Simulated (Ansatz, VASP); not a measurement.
**Two plane-wave programs on Pd**

Contents of POSCAR:

```
Pd
1.0
    0.0000000000      1.9550865040      1.9550865040
    1.9550865040      0.0000000000      1.9550865040
    1.9550865040      1.9550865040      0.0000000000
Pd
1
Direct
    0.0000000000      0.0000000000      0.0000000000
```

File INCAR.step1:

```
SYSTEM = Pd
PREC = Accurate ; ENCUT = 520
ISMEAR = 1 ; SIGMA = 0.1
LREAL = .False. ; LASPH = .True.
NELM = 60 ; NBANDS = 11
GGA = PE ; ALGO = Normal
EDIFF = 1E-4 ; LWAVE = .True.
LCHARG = .False.
```

INCAR.step2

```
SYSTEM = Pd
PREC = Accurate ; ENCUT = 520
EDIFF = 1E-6 ; ISMEAR = 1
SIGMA = 0.1 ; LREAL = .False.
LASPH = .True. ; NELM = 60
ALGO = Normal ; ISIF = 2
LWAVE = .False. ; LCHARG = .False.
METAGGA = R2SCAN ; LMIXTAU = .True.
NBANDS = 11 ; ISTART = 1
```

The input KPOINTS:

```
Automatic mesh
0
Gamma
  35 35 35
  0 0 0
```

Input for Ansatz:

```yaml
crystal:
  lattice:
    - [0.0, 1.955086504, 1.955086504]
    - [1.955086504, 0.0, 1.955086504]
    - [1.955086504, 1.955086504, 0.0]
  atoms:
    - { symbol: Pd, position: [0.0, 0.0, 0.0] }
kpoints:
  mp_grid: { grid: [35, 35, 35] }
scf:
  occupations: { method: cold, width: 0.1 }
hamiltonian:
  xc: r2scan
  pseudopotentials: { kind: paw, azcp: { folder: soft_1 } }
output:
  forces: true
  stress: true
  populations: false
```

Alike in both runs: task single point; functional r2SCAN; k mesh 35 × 35 × 35; no spin polarisation.

|  | VASP | Ansatz |
| --- | --- | --- |
| version | VASP 6.6.1 | Ansatz 0.2.0 |
| potentials or method | VASP PAW PBE potentials, release 64 (Pd) | plane-wave PAW, scalar-relativistic |
| plane-wave cutoff (eV) | 520 | 500 |
| occupations | methfessel-paxton of order 1, width 0.1 eV | cold, width 0.1 eV |
| valence electrons in the cell | 10 | 18 |

```tsv
	VASP	Ansatz	Ansatz less VASP
pressure (GPa)	0.2	0.0	-0.26
```

VASP's potentials were made for PBE, not for r2SCAN. VASP's potentials hold 10 valence electrons a cell and Ansatz's 18, so a difference there can come from the potentials and not from the codes.
